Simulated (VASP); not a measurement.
Set up this calculation in VASP 6.6.1, as the native input.

```yaml
Task: relaxation of cell and atoms
Functional: PBE
Potentials_or_basis: VASP PAW PBE potentials, release 64 (Li_sv, Ta_pv, H)
Cutoff: 600 eV
k_mesh: 4 × 4 × 4
Occupations: gaussian, width 0.1 eV
Spin: no spin polarisation
Dipole_correction: no
Further_INCAR_settings: ALGO = Normal; EDIFF = 1e-06; IBRION = 2; EDIFFG = -0.04; NSW = 90; ISIF = 3
```

The structure of LiTaH4 lies in POSCAR:

```
LiTaH4
1.0
    3.7905054800      0.0000000000      0.0000000000
    0.0000000000      3.7905054800      0.0000000000
    0.0000000000      0.0000000000      5.8676173700
Li Ta H
1 1 4
Direct
    0.5000000000      0.5000000000      0.5000000000
    0.0000000000      0.0000000000      0.0000000000
    0.0000000000      0.0000000000      0.6737352500
    0.5000000000      0.0000000000      0.0000000000
    0.0000000000      0.5000000000      0.0000000000
    0.0000000000      0.0000000000      0.3262647500
```

The input as run:

INCAR

```
SYSTEM = LiTaH4
PREC = Accurate
ENCUT = 600
EDIFF = 1E-6
ISMEAR = 0
SIGMA = 0.1
LREAL = .False.
LASPH = .True.
NELM = 60
ALGO = Normal
ISIF = 3
LWAVE = .False.
LCHARG = .False.
GGA = PE
IBRION = 2
NSW = 90
EDIFFG = -0.04
```

KPOINTS

```
Automatic mesh
0
Gamma
  4 4 4
  0 0 0
```

Potentials or basis: VASP PAW PBE potentials, release 64 (Li_sv, Ta_pv, H).

Command:

```bash
$ cat potpaw_PBE.64/Li_sv/POTCAR potpaw_PBE.64/Ta_pv/POTCAR potpaw_PBE.64/H/POTCAR > POTCAR
$ mpirun -np 1 vasp_std > vasp.out
```

Results of the run:

| Property | Result |
| --- | --- |
| Relaxed volume | 11.93 Å³/atom |
| Relaxed cell | a = 3.531 Å, b = 3.531 Å, c = 5.742 Å, α = 90.00°, β = 90.00°, γ = 90.00° |
| Space group after relaxing (to 0.05 Å) | P4/mmm (No. 123) |
| Energy gained by relaxing | 66.4 meV/atom |
| Ionic steps | 8 |
| Pressure after relaxing | -0.4 GPa |
| Band gap on the k mesh | zero (band 9 reaches 2.25 eV, above the bottom of band 10 at 0.19 eV) |

Caveat: the k points lie up to 0.44 Å⁻¹ apart in the final cell; the cutoff is under 1.25 times the usual one of these potentials, so pressure, stress and relaxed cells hold a basis-set (Pulay) error; the volume moved by over 15 % at a fixed basis, so the end points are rough; spin-orbit coupling is left out, which moves the levels of the heavy elements.

Wall time 56 s on 1 thread of Intel(R) Xeon(R) 6975P-C (Granite Rapids), on a shared host, peak memory 0.22 GiB.
